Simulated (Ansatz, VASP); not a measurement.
## Hf2C: VASP beside Ansatz

```
Hf C
1.0
    -3.08413    3.08413    2.43637
     3.08413   -3.08413    2.43637
     3.08413    3.08413   -2.43637
Hf C
4 2
Direct
  0.84325 0.65675 0.50000
  0.34325 0.84325 0.18651
  0.15675 0.34325 0.50000
  0.65675 0.15675 0.81349
  0.75000 0.75000 0.00000
  0.25000 0.25000 0.00000
```

Alike in both runs: task relaxation of cell and atoms; functional PBEsol; k mesh 6 × 6 × 6; occupations gaussian, width 0.1 eV; no spin polarisation.

|  | VASP | Ansatz |
| --- | --- | --- |
| version | VASP 6.6.1 | Ansatz 0.2.0 |
| potentials or method | VASP PAW PBE potentials, release 64 (Hf_pv, C), cutoff 600 eV | scalar-relativistic, plane waves, PAW |
| valence electrons in the cell | 48 | 112 |

```tsv
	VASP	Ansatz	Ansatz less VASP
gap on the k mesh at the Fermi level, each at its own relaxed structure (eV)	none	none	-
relaxed volume (Å³/atom)	14.27	14.32	+0.051
relaxed length of the cell vector where the two differ most in proportion (Å)	4.829	4.835	+0.0060
```

VASP's potentials were made for PBE, not for PBEsol. A gap of «none» marks a metal or a gap that the smearing closes. VASP's potentials hold 48 valence electrons a cell and Ansatz's 112, so a difference there can come from the potentials and not from the codes.

Neither program's run includes spin-orbit coupling.
